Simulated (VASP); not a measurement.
# AlGaN2 (P-4m2) in VASP: further runs

AlGaN2 is run at these levels: LDA; tasks: single point.

All numbers are computed with VASP 6.6.1; they aren't measurements. Logs are shortened: lines on timing, memory, paths and dates and some standing lists are left out, and cuts for length are marked.

**1. The cell of the first run**

Symmetry: P-4m2, No. 115, tetragonal system. Conventional cell: a = 3.091 Å, b = 3.091 Å, c = 4.350 Å, α = 90.00°, β = 90.00°, γ = 90.00°. Within 2.5 Å of Al (site symmetry -4m2) lie 4 N at 1.87 Å. Ga (site symmetry -4m2) has 4 N at 1.92 Å within 2.5 Å. N (site symmetry 2mm) has 2 Al at 1.87 Å and 2 Ga at 1.92 Å within 2.5 Å.

**2. Single point, LDA**

Input file INCAR:

```
PREC = Accurate ; ENCUT = 520
EDIFF = 1E-7 ; ISMEAR = 0
SIGMA = 0.02 ; LREAL = F
LASPH = T ; NELM = 100
ALGO = Normal ; ISIF = 2
LWAVE = F ; LCHARG = T
LELF = T ; LVHAR = T
NBANDS = 21
```

Input file KPOINTS:

```
Automatic mesh
0
Gamma
  8 8 6
```

Input file POSCAR:

```
AlGaN2
1.0
    3.0913365906      0.0000000000      0.0000000000
    0.0000000000      3.0913365906      0.0000000000
    0.0000000000      0.0000000000      4.3495313481
Al Ga N
1 1 2
Direct
    0.5000000000      0.5000000000      0.5000000000
    0.0000000000      0.0000000000      0.0000000000
    0.5000000000      0.0000000000      0.7399927245
    0.0000000000      0.5000000000      0.2600072755
```

Potentials or basis: VASP PAW LDA potentials, release 64 (Al, Ga_d, N).

Started as:

```
$ cat potpaw_LDA.64/Al/POTCAR potpaw_LDA.64/Ga_d/POTCAR potpaw_LDA.64/N/POTCAR > POTCAR
$ mpirun -np 1 vasp_std > vasp.out
```

OUTCAR:

```text
PREC = Accurate
   ENCUT = 520
   EDIFF = 1E-7
   ISMEAR = 0
   LREAL = F
   LASPH = T
   NELM = 100
   ISIF = 2

 ion  position               nearest neighbor table
   1  0.500  0.500  0.500-   3 1.87   4 1.87   3 1.87   4 1.87   2 3.08   2 3.08   2 3.08   2 3.08
                             2 3.08   2 3.08   2 3.08   2 3.08
   2  0.000  0.000  0.000-   3 1.92   4 1.92   4 1.92   3 1.92   1 3.08   1 3.08   1 3.08   1 3.08
                             1 3.08   1 3.08   1 3.08   1 3.08
   3  0.500  0.000  0.740-   1 1.87   1 1.87   2 1.92   2 1.92
   4  0.000  0.500  0.260-   1 1.87   1 1.87   2 1.92   2 1.92

  LATTYP: Found a simple tetragonal cell.
 ALAT       =     3.0913365906
 C/A-ratio  =     1.4070067172

  Lattice vectors:

 A1 = (   3.0913365906,   0.0000000000,   0.0000000000)
 A2 = (   0.0000000000,   3.0913365906,   0.0000000000)
 A3 = (   0.0000000000,   0.0000000000,   4.3495313481)

Analysis of symmetry for initial positions (statically):
=====================================================================
 Subroutine PRICEL returns:
 Original cell was already a primitive cell.

 Routine SETGRP: Setting up the symmetry group for a
 simple tetragonal supercell.

 Subroutine GETGRP returns: Found  8 space group operations
 (whereof  8 operations were pure point group operations)
 out of a pool of 16 trial point group operations.

The static configuration has the point symmetry D_2d.

Analysis of symmetry for dynamics (positions and initial velocities):
=====================================================================
 Subroutine PRICEL returns:
 Original cell was already a primitive cell.

 Routine SETGRP: Setting up the symmetry group for a
 simple tetragonal supercell.

 Subroutine GETGRP returns: Found  8 space group operations
 (whereof  8 operations were pure point group operations)
 out of a pool of 16 trial point group operations.

The dynamic configuration has the point symmetry D_2d.

 Subroutine INISYM returns: Found  8 space group operations
 (whereof  8 operations are pure point group operations),
 and found     1 'primitive' translations

----------------------------------------------------------------------------------------

                                     Primitive cell

  volume of cell :      41.5657

  direct lattice vectors                    reciprocal lattice vectors
     3.091336591  0.000000000  0.000000000     0.323484671  0.000000000  0.000000000
[... 84 lines left out ...]
   ISPIN  =      1    spin polarized calculation?
   LNONCOLLINEAR =      F non collinear calculations
   LSORBIT =      F    spin-orbit coupling
   LASPH  =      T    aspherical Exc in radial PAW
   ENCUT  =  520.0 eV  38.22 Ry    6.18 a.u.   5.75  5.75  8.09*2*pi/ulx,y,z
   NELM   =    100;   NELMIN=  2; NELMDL= -5     # of ELM steps
   EDIFF  = 0.1E-06   stopping-criterion for ELM
   LREAL  =      F    real-space projection
   EDIFFG = 0.1E-05   stopping-criterion for IOM
   NSW    =      0    number of steps for IOM
   IBRION =     -1    ionic relax: 0-MD 1-quasi-New 2-CG
   NFREE  =      0    steps in history (QN), initial steepest desc. (CG)
   ISIF   =      2    stress and relaxation
   ISYM   =      2    0-nonsym 1-usesym 2-fastsym
   POTIM  = 0.5000    time-step for ionic-motion
   TEBEG  =    0.0;   TEEND  =   0.0 temperature during run
   PSTRESS=    0.0 pullay stress
   NELECT =      26.0000    total number of electrons
   NUPDOWN=      -1.0000    fix difference up-down
   EMIN   =  10.00;   EMAX   =-10.00  energy-range for DOS
   EFERMI =   0.00;   METHOD = LEGACY
   ISMEAR =     0;   SIGMA  =   0.02  broadening in eV -4-tet -1-fermi 0-gaus
   EFERMI_NEDOS =   21; number of points for ismear=-14 and -15
   IALGO  =     38    algorithm
   IMIX   =      4    mixing-type and parameters
     AMIX     =   0.40;   BMIX     =  1.00
     AMIX_MAG =   1.60;   BMIX_MAG =  1.00
  volume/ion in A,a.u.               =      10.39        70.12
  Fermi-wavevector in a.u.,A,eV,Ry     =   1.400085  2.645776 26.670640  1.960237
  Thomas-Fermi vector in A             =   2.523080
   LORBIT       =      0    0 simple, 1 ext, 2 COOP (PROOUT), +10 PAW based schemes
   GGA     = CA    functional components
   LHFCALC =     F    Hartree Fock is set to
   AEXX    =    0.0000 exact exchange contribution
   IVDW    =     0    specifies the selected vdW correction
   LEPSILON=     F    determine dielectric tensor
   LRPA    =     F    only Hartree local field effects (RPA)
 non-spin polarized calculation
 Gauss-broadening in eV      SIGMA  =   0.02
  energy-cutoff  :      520.00
  volume of cell :       41.57
 maximum number of plane-waves:      1144
 NGX is ok and might be reduce to    24
   NGX = 11   NGY = 11   NGZ = 17

 number of electron      26.0000006 magnetization

 Free energy of the ion-electron system (eV)
  ---------------------------------------------------
  ext. energy  EPLUGINS =         0.00000000
  ---------------------------------------------------
  free energy    TOTEN  =       -30.29380107 eV

  energy without entropy =      -30.29380107  energy(sigma->0) =      -30.29380107

 E-fermi :   6.0237     XC(G=0): -11.9622

 val. band max:        5.9093217528   @ k =   0.0000   0.0000   0.0000
 cond. band min:       9.1515514436   @ k =   0.0000   0.0000   0.0000
 fundamental gap:      3.2422296908
 Fermi energy:         6.0237371324

 k-point     1 :       0.0000    0.0000    0.0000
  band No.  band energies     occupation
      1      -9.8227      2.00000
      2      -8.2817      2.00000
      3      -7.1841      2.00000
      4      -7.1841      2.00000
      5      -7.1367      2.00000
      6      -6.9431      2.00000
[... 565 lines left out ...]
     20      18.2888      0.00000
     21      18.3056      0.00000

 [... further k-points ...]
[... 5 lines left out ...]
  --------------------------------------------------------------------------------------
  -------------------------------------------------------------------------------------
  Total        1.5671063      1.5671063      1.5605364      0.0000000      0.0000000      0.0000000
  in kB       60.4051509     60.4051509     60.1519126      0.0000000      0.0000000      0.0000000
  external PRESSURE =      60.3207381 kB  Pullay stress =       0.0000000 kB

 VOLUME and BASIS-vectors are now :
 -----------------------------------------------------------------------------
  energy-cutoff  :      520.00
  volume of cell :       41.57
      direct lattice vectors                 reciprocal lattice vectors
     3.091336591  0.000000000  0.000000000     0.323484671  0.000000000  0.000000000
     0.000000000  3.091336591  0.000000000     0.000000000  0.323484671  0.000000000
     0.000000000  0.000000000  4.349531348     0.000000000  0.000000000  0.229909827

 POSITION                                       TOTAL-FORCE (eV/Angst)
 -----------------------------------------------------------------------------------
      1.54567      1.54567      2.17477        -0.000000      0.000000      0.000000
      0.00000      0.00000      0.00000        -0.000000     -0.000000      0.000000
      1.54567      0.00000      3.21862        -0.000000     -0.000000     -0.033091
      0.00000      1.54567      1.13091         0.000000     -0.000000      0.033091
 -----------------------------------------------------------------------------------
    total drift:                                0.000000      0.000000      0.000000

  FREE ENERGIE OF THE ION-ELECTRON SYSTEM (eV)
  ---------------------------------------------------
  free  energy   TOTEN  =       -30.2938010667 eV

  energy  without entropy=      -30.2938010667  energy(sigma->0) =      -30.29380107
```

OSZICAR:

```text
N       E                     dE             d eps       ncg     rms          rms(c)
DAV:   1     0.176431754782E+03    0.17643E+03   -0.13057E+04  2796   0.185E+03
DAV:   2    -0.145744611347E+02   -0.19101E+03   -0.17776E+03  2765   0.421E+02
DAV:   3    -0.346925087827E+02   -0.20118E+02   -0.19880E+02  2972   0.107E+02
DAV:   4    -0.351735825400E+02   -0.48107E+00   -0.48040E+00  3081   0.175E+01
DAV:   5    -0.351818365656E+02   -0.82540E-02   -0.82535E-02  2984   0.222E+00    0.118E+01
DAV:   6    -0.303736925227E+02    0.48081E+01   -0.14557E+01  3918   0.547E+01    0.399E+00
DAV:   7    -0.303579315351E+02    0.15761E-01   -0.10334E+00  2705   0.767E+00    0.269E+00
DAV:   8    -0.303061942303E+02    0.51737E-01   -0.18993E-01  3273   0.426E+00    0.949E-01
DAV:   9    -0.302935686306E+02    0.12626E-01   -0.39535E-02  3451   0.300E+00    0.314E-01
DAV:  10    -0.302938907341E+02   -0.32210E-03   -0.58802E-03  2902   0.535E-01    0.114E-01
DAV:  11    -0.302938099886E+02    0.80746E-04   -0.25699E-04  3075   0.118E-01    0.387E-02
DAV:  12    -0.302938005658E+02    0.94227E-05   -0.44079E-05  3264   0.859E-02    0.973E-03
DAV:  13    -0.302938011099E+02   -0.54411E-06   -0.42573E-06  2870   0.130E-02    0.242E-03
DAV:  14    -0.302938010667E+02    0.43249E-07   -0.12126E-07  1763   0.299E-03
   1 F= -.30293801E+02 E0= -.30293801E+02  d E =-.359672E-18
```

stdout:

```text
POSCAR found type information on POSCAR AlGaN
 POSCAR found :  3 types and       4 ions
 scaLAPACK will be used
 LDA part: xc-table for (Slater(with rela. corr.)+CA(PZ))
 , standard interpolation
 POSCAR, INCAR and KPOINTS ok, starting setup
 FFT: planning ... GRIDC
 FFT: planning ... GRID_SOFT
 FFT: planning ... GRID
 WAVECAR not read
 entering main loop
```

It took 23 s on 1 thread of Intel Xeon 6975P-C, shared host; peak memory 0.17 GiB.

Results:

* Free energy: -30.2938 eV
* Pressure: 6.0 GPa
* Largest force: 0.033 eV/Å
* Band gap on the k mesh: 3.24 eV, direct

Forces in eV/Å, atoms in the order of the input:
```
Al   0.000  0.000  0.000
Ga   0.000  0.000  0.000
N    0.000  0.000 -0.033
N    0.000  0.000  0.033
```

**3. Single point, LDA**

This run uses another cell than the first one, of 10.53 Å³/atom, 1.014 times its volume.

Input file INCAR:

```
SYSTEM = AlGaN2
ALGO = Normal ; EDIFF = 1E-6
ENCUT = 520 ; GGA = CA
ISIF = 2 ; ISMEAR = 0
LASPH = .True. ; LCHARG = .True.
LELF = .True. ; LREAL = .False.
LVHAR = .True. ; LWAVE = .False.
NBANDS = 21 ; NELM = 100
PREC = Accurate ; SIGMA = 0.02
```

Input file KPOINTS:

```
k-points
0
Gamma
  8 8 6
  0 0 0
```

Input file POSCAR:

```
AlGaN2
1.0
    3.1052891900      0.0000000000      0.0000000000
    0.0000000000      3.1052891900      0.0000000000
    0.0000000000      0.0000000000      4.3691627491
Al Ga N
1 1 2
Direct
    0.5000000000      0.5000000000      0.5000000000
    0.0000000000      0.0000000000      0.0000000000
    0.5000000000      0.0000000000      0.7399927245
    0.0000000000      0.5000000000      0.2600072755
```

Potentials or basis: VASP PAW LDA potentials, release 64 (Al, Ga_d, N).

Started as:

```
$ cat potpaw_LDA.64/Al/POTCAR potpaw_LDA.64/Ga_d/POTCAR potpaw_LDA.64/N/POTCAR > POTCAR
$ mpirun -np 1 vasp_std > vasp.out
```

Wall time 22 s (1 thread of Intel Xeon 6975P-C, shared host); peak memory 0.17 GiB.

It converged, with:

| Item | Value |
| --- | --- |
| Free energy | -30.3100 eV |
| Pressure | 3.0 GPa |
| Largest force | 0.028 eV/Å |
| Band gap on the k mesh | 3.14 eV, direct |

Forces on the atoms (eV/Å):
```
Al   0.000  0.000  0.000
Ga   0.000  0.000  0.000
N    0.000  0.000 -0.028
N    0.000  0.000  0.028
```

Levels at points of the mesh, in eV from the valence-band top:
| k point | band 9 | band 10 | band 11 | band 12 | band 13 | band 14 | band 15 | band 16 | band 17 | band 18 |
| --- | --- | --- | --- | --- | --- | --- | --- | --- | --- | --- |
| (0.00, 0.00, 0.00) | -2.43 | -2.43 | -0.23 | 0.00 | 0.00 | 3.14 | 3.50 | 7.63 | 11.36 | 11.36 |
| (0.50, 0.00, 0.00) | -4.54 | -3.07 | -2.97 | -1.01 | -0.74 | 7.21 | 7.35 | 8.06 | 8.54 | 10.34 |
| (0.50, 0.50, 0.00) | -5.08 | -2.40 | -2.36 | -2.36 | -2.34 | 3.25 | 3.25 | 6.42 | 8.78 | 12.64 |
| (0.00, 0.00, 0.50) | -2.54 | -1.64 | -1.64 | -1.03 | -1.03 | 5.35 | 5.49 | 8.11 | 9.29 | 11.29 |
| (0.50, 0.00, 0.50) | -6.42 | -0.99 | -0.90 | -0.62 | -0.60 | 5.41 | 6.76 | 9.25 | 9.57 | 10.25 |
| (0.50, 0.50, 0.50) | -4.46 | -4.17 | -3.39 | -3.39 | -3.39 | 6.19 | 6.19 | 9.14 | 10.95 | 11.29 |

A k mesh can miss the band edges. LDA gaps usually lie below the measured ones, often by a third to a half.

**4. Single point, LDA**

This run uses another cell than the first one, of 10.53 Å³/atom, 1.014 times its volume.

Input file INCAR:

```
PREC = Accurate ; ENCUT = 520
EDIFF = 1E-6 ; ISMEAR = 0
SIGMA = 0.02 ; LREAL = F
LASPH = T ; NELM = 80
ALGO = Normal ; ISIF = 2
LWAVE = F ; LCHARG = F
NBANDS = 21
```

Input file KPOINTS:

```
regular mesh
0
Gamma
  8 8 6
```

POSCAR is that of step 3.

Potentials or basis: VASP PAW LDA potentials, release 64 (Al, Ga_d, N).

Started as:

```
$ cat potpaw_LDA.64/Al/POTCAR potpaw_LDA.64/Ga_d/POTCAR potpaw_LDA.64/N/POTCAR > POTCAR
$ mpirun -np 1 vasp_std > vasp.out
```

OUTCAR:

```text
PREC = Accurate
   ENCUT = 520
   EDIFF = 1E-6
   ISMEAR = 0
   LREAL = F
   LASPH = T
   NELM = 80
   ISIF = 2

 ion  position               nearest neighbor table
   1  0.500  0.500  0.500-   3 1.87   4 1.87   3 1.87   4 1.87   2 3.10   2 3.10   2 3.10   2 3.10
                             2 3.10   2 3.10   2 3.10   2 3.10
   2  0.000  0.000  0.000-   3 1.92   4 1.92   4 1.92   3 1.92   1 3.10   1 3.10   1 3.10   1 3.10
                             1 3.10   1 3.10   1 3.10   1 3.10
   3  0.500  0.000  0.740-   1 1.87   1 1.87   2 1.92   2 1.92
   4  0.000  0.500  0.260-   1 1.87   1 1.87   2 1.92   2 1.92

  LATTYP: Found a simple tetragonal cell.
 ALAT       =     3.1052891900
 C/A-ratio  =     1.4070067172

  Lattice vectors:

 A1 = (   3.1052891900,   0.0000000000,   0.0000000000)
 A2 = (   0.0000000000,   3.1052891900,   0.0000000000)
 A3 = (   0.0000000000,   0.0000000000,   4.3691627491)

Analysis of symmetry for initial positions (statically):
=====================================================================
 Subroutine PRICEL returns:
 Original cell was already a primitive cell.

 Routine SETGRP: Setting up the symmetry group for a
 simple tetragonal supercell.

 Subroutine GETGRP returns: Found  8 space group operations
 (whereof  8 operations were pure point group operations)
 out of a pool of 16 trial point group operations.

The static configuration has the point symmetry D_2d.

Analysis of symmetry for dynamics (positions and initial velocities):
=====================================================================
 Subroutine PRICEL returns:
 Original cell was already a primitive cell.

 Routine SETGRP: Setting up the symmetry group for a
 simple tetragonal supercell.

 Subroutine GETGRP returns: Found  8 space group operations
 (whereof  8 operations were pure point group operations)
 out of a pool of 16 trial point group operations.

The dynamic configuration has the point symmetry D_2d.
[... 116 lines left out ...]
   EMIN   =  10.00;   EMAX   =-10.00  energy-range for DOS
   EFERMI =   0.00;   METHOD = LEGACY
   ISMEAR =     0;   SIGMA  =   0.02  broadening in eV -4-tet -1-fermi 0-gaus
   EFERMI_NEDOS =   21; number of points for ismear=-14 and -15
   IALGO  =     38    algorithm
   IMIX   =      4    mixing-type and parameters
     AMIX     =   0.40;   BMIX     =  1.00
     AMIX_MAG =   1.60;   BMIX_MAG =  1.00
  volume/ion in A,a.u.               =      10.53        71.08
  Fermi-wavevector in a.u.,A,eV,Ry     =   1.393794  2.633888 26.431507  1.942661
  Thomas-Fermi vector in A             =   2.517405
   LORBIT       =      0    0 simple, 1 ext, 2 COOP (PROOUT), +10 PAW based schemes
   GGA     = CA    functional components
   LHFCALC =     F    Hartree Fock is set to
   AEXX    =    0.0000 exact exchange contribution
   IVDW    =     0    specifies the selected vdW correction
   LEPSILON=     F    determine dielectric tensor
   LRPA    =     F    only Hartree local field effects (RPA)
 non-spin polarized calculation
 Gauss-broadening in eV      SIGMA  =   0.02
  energy-cutoff  :      520.00
  volume of cell :       42.13
 maximum number of plane-waves:      1176
 NGX is ok and might be reduce to    24
   NGX = 11   NGY = 11   NGZ = 17

 number of electron      25.9999997 magnetization

 Free energy of the ion-electron system (eV)
  ---------------------------------------------------
  ext. energy  EPLUGINS =         0.00000000
  ---------------------------------------------------
  free energy    TOTEN  =       -30.31001315 eV

  energy without entropy =      -30.31001315  energy(sigma->0) =      -30.31001315

 E-fermi :   5.8492     XC(G=0): -11.8954

 val. band max:        5.7638292609   @ k =   0.0000   0.0000   0.0000
 cond. band min:       8.9043769691   @ k =   0.0000   0.0000   0.0000
 fundamental gap:      3.1405477082
 Fermi energy:         5.8492469729

 k-point     1 :       0.0000    0.0000    0.0000
  band No.  band energies     occupation
      1      -9.8639      2.00000
      2      -8.3847      2.00000
      3      -7.3269      2.00000
      4      -7.3269      2.00000
      5      -7.2799      2.00000
      6      -7.0959      2.00000
[... 565 lines left out ...]
     20      18.0395      0.00000
     21      18.0587      0.00000

 [... further k-points ...]
[... 5 lines left out ...]
  --------------------------------------------------------------------------------------
  -------------------------------------------------------------------------------------
  Total        0.7862354      0.7862354      0.7895735      0.0000000      0.0000000     -0.0000000
  in kB       29.8992893     29.8992893     30.0262316      0.0000000      0.0000000     -0.0000000
  external PRESSURE =      29.9416034 kB  Pullay stress =       0.0000000 kB

 VOLUME and BASIS-vectors are now :
 -----------------------------------------------------------------------------
  energy-cutoff  :      520.00
  volume of cell :       42.13
      direct lattice vectors                 reciprocal lattice vectors
     3.105289190  0.000000000  0.000000000     0.322031199  0.000000000  0.000000000
     0.000000000  3.105289190  0.000000000     0.000000000  0.322031199  0.000000000
     0.000000000  0.000000000  4.369162749     0.000000000  0.000000000  0.228876803

 POSITION                                       TOTAL-FORCE (eV/Angst)
 -----------------------------------------------------------------------------------
      1.55264      1.55264      2.18458         0.000000     -0.000000     -0.000000
      0.00000      0.00000      0.00000         0.000000      0.000000     -0.000000
      1.55264      0.00000      3.23315         0.000000      0.000000     -0.027566
      0.00000      1.55264      1.13601        -0.000000      0.000000      0.027566
 -----------------------------------------------------------------------------------
    total drift:                               -0.000000      0.000000     -0.000000

  FREE ENERGIE OF THE ION-ELECTRON SYSTEM (eV)
  ---------------------------------------------------
  free  energy   TOTEN  =       -30.3100131487 eV

  energy  without entropy=      -30.3100131487  energy(sigma->0) =      -30.31001315
```

stdout:

```text
POSCAR found type information on POSCAR AlGaN
 POSCAR found :  3 types and       4 ions
 scaLAPACK will be used
 LDA part: xc-table for (Slater(with rela. corr.)+CA(PZ))
 , standard interpolation
 POSCAR, INCAR and KPOINTS ok, starting setup
 FFT: planning ... GRIDC
 FFT: planning ... GRID_SOFT
 FFT: planning ... GRID
 WAVECAR not read
 entering main loop
```

Wall time 21 s (1 thread of Intel Xeon 6975P-C, shared host); peak memory 0.17 GiB.

What came out:

- Free energy: -30.3100 eV
- Pressure: 3.0 GPa
- Largest force: 0.028 eV/Å
- Band gap on the k mesh: 3.14 eV, direct

Forces on the atoms (eV/Å):
```
Al   0.000  0.000  0.000
Ga   0.000  0.000  0.000
N    0.000  0.000 -0.028
N    0.000  0.000  0.028
```
